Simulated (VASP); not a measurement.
Write the native input for VASP 6.6.1 that does the following.

```yaml
Task: single point
Functional: PBE
Dispersion: D3(BJ)
Potentials_or_basis: VASP PAW PBE potentials, release 64 (Mo_sv, S)
Cutoff: 500 eV
k_mesh: 12 × 12 × 6
Occupations: gaussian, width 0.05 eV
Spin: no spin polarisation
Dipole_correction: no
Further_INCAR_settings: ALGO = Normal; EDIFF = 1e-06; NBANDS = 20
```

The structure of MoS2 lies in POSCAR:

```
MoS2
1.0
    3.1909927091      0.0000000000      0.0000000000
   -1.5954963546      2.7634807494      0.0000000000
    0.0000000000      0.0000000000      6.2138201025
Mo S
1 2
Direct
    0.0000000000      0.0000000000      0.0000000000
    0.3333333333      0.6666666667      0.2357940733
    0.3333333333      0.6666666667      0.7642059267
```

One way to write it, as run:

INCAR

```
SYSTEM = MoS2
PREC = Accurate
ENCUT = 500
EDIFF = 1E-6
ISMEAR = 0
SIGMA = 0.05
LREAL = .False.
LASPH = .True.
NELM = 120
ALGO = Normal
ISIF = 2
LWAVE = .False.
LCHARG = .False.
GGA = PE
IVDW = 12
NBANDS = 20
GGA_COMPAT = .False.
```

KPOINTS

```
regular mesh
0
Gamma
  12 12 6
  0 0 0
```

Potentials or basis: VASP PAW PBE potentials, release 64 (Mo_sv, S).

Command:

```sh
$ cat potpaw_PBE.64/Mo_sv/POTCAR potpaw_PBE.64/S/POTCAR > POTCAR
$ mpirun -np 1 vasp_std > vasp.out
```

It gave:

* Pressure: 7.2 GPa
* Largest force: 1.684 eV/Å
* Band gap on the k mesh: 0.22 eV (least direct gap 1.44 eV)
* Dispersion energy per atom: -0.413 eV

Caveat: the cell stands under pressure; forces of over 1 eV/Å act on the atoms, so gaps and moduli don't describe the material at rest.

Wall time 45 s on 1 thread of Intel(R) Xeon(R) Platinum 8488C (Sapphire Rapids), with other jobs on the host, peak memory 0.22 GiB.
